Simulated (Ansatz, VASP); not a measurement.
**One calculation of WS2, two programs**

Contents of INCAR:

```
SYSTEM = WS2
PREC = Accurate
ENCUT = 520
EDIFF = 1E-6
ISMEAR = 0
SIGMA = 0.02
LREAL = .FALSE.
LASPH = .TRUE.
NELM = 60
ALGO = Normal
ISIF = 2
LWAVE = .FALSE.
LCHARG = .FALSE.
LDIPOL = .TRUE.
IDIPOL = 3
DIPOL = 0.5 0.5 0.500
GGA = PE
IVDW = 12
NBANDS = 20
```

File KPOINTS:

```
regular mesh
0
G
  12 12 1
  0 0 0
```

The input POSCAR:

```
WS2
1.0
    3.1600000000      0.0000000000      0.0000000000
   -1.5800000000      2.7366402760      0.0000000000
    0.0000000000      0.0000000000     32.2910878415
S W
2 1
Direct
    0.3333333333      0.6666666667      0.4524697866
    0.3333333333      0.6666666667      0.5475424585
    0.6666666667      0.3333333333      0.5000061203
```

Input for Ansatz:

```yaml
crystal:
  lattice:
    - [3.16, 0.0, 0.0]
    - [-1.58, 2.736640276, 0.0]
    - [0.0, 0.0, 32.2910878415]
  atoms:
    - { symbol: S, position: [0.3333333333, 0.6666666667, 0.4524697866] }
    - { symbol: W, position: [0.6666666667, 0.3333333333, 0.5000061203] }
    - { symbol: S, position: [0.3333333333, 0.6666666667, 0.5475424585] }
  periodic: [true, true, false]
basis:
  ecutwfc: 420
kpoints:
  mp_grid: { grid: [12, 12, 1] }
hamiltonian:
  xc: pbe
  pseudopotentials: { kind: paw, azcp: { folder: soft_1 } }
  dispersion: d3bj
scf:
  occupations: { method: gaussian, width: 0.02 }
output:
  forces: true
  stress: true
  eigenvalues: true
```

Alike in both runs: task single point; functional PBE; dispersion D3(BJ); k mesh 12 × 12 × 1; occupations gaussian, width 0.02 eV; no spin polarisation.

|  | VASP | Ansatz |
| --- | --- | --- |
| version | VASP 6.6.1 | Ansatz 0.2.0 |
| potentials or method | VASP PAW PBE potentials, release 64 (S, W_sv), cutoff 520 eV | scalar-relativistic, plane waves, PAW |
| valence electrons in the cell | 26 | 26 |

Ansatz gave:

* gap on the k mesh at the Fermi level (eV): 1.75
* least direct gap on the mesh (eV): 1.81
* rms of the force components (eV/Å): 0.405

**Question.** Which values does VASP return?

**Answer.** gap on the k mesh at the Fermi level (eV): 1.76; least direct gap on the mesh (eV): 1.82; rms of the force components (eV/Å): 0.405.

Neither program's run includes spin-orbit coupling.
